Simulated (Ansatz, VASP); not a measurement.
# One calculation of ZnSe, two programs

```
Zn Se
1.0
     0.00000    2.81699    2.81699
     2.81699    0.00000    2.81699
     2.81699    2.81699    0.00000
Zn Se
1 1
Direct
  0.00000 0.00000 0.00000
  0.25000 0.25000 0.25000
```

Alike in both runs: functional PBEsol; k mesh 6 × 6 × 6; no spin polarisation.

Ansatz relaxed the structure, and its values are those at the end. VASP's run is a single point on that final structure, the one shown.

```csv
,VASP,Ansatz
version,VASP 6.6.1,Ansatz 0.2.0
potentials or method,"VASP PAW PBE potentials, release 64 (Zn, Se), cutoff 500 eV","plane waves, PAW"
occupations,"gaussian, width 0.01 eV",fixed
valence electrons in the cell,18,28
```

|  | VASP | Ansatz | Ansatz less VASP |
| --- | --- | --- | --- |
| pressure (GPa) | 0.3 | 0.0 | -0.27 |

VASP's potentials were made for PBE, not for PBEsol. VASP's potentials hold 18 valence electrons a cell and Ansatz's 28, so a difference there can come from the potentials and not from the codes.
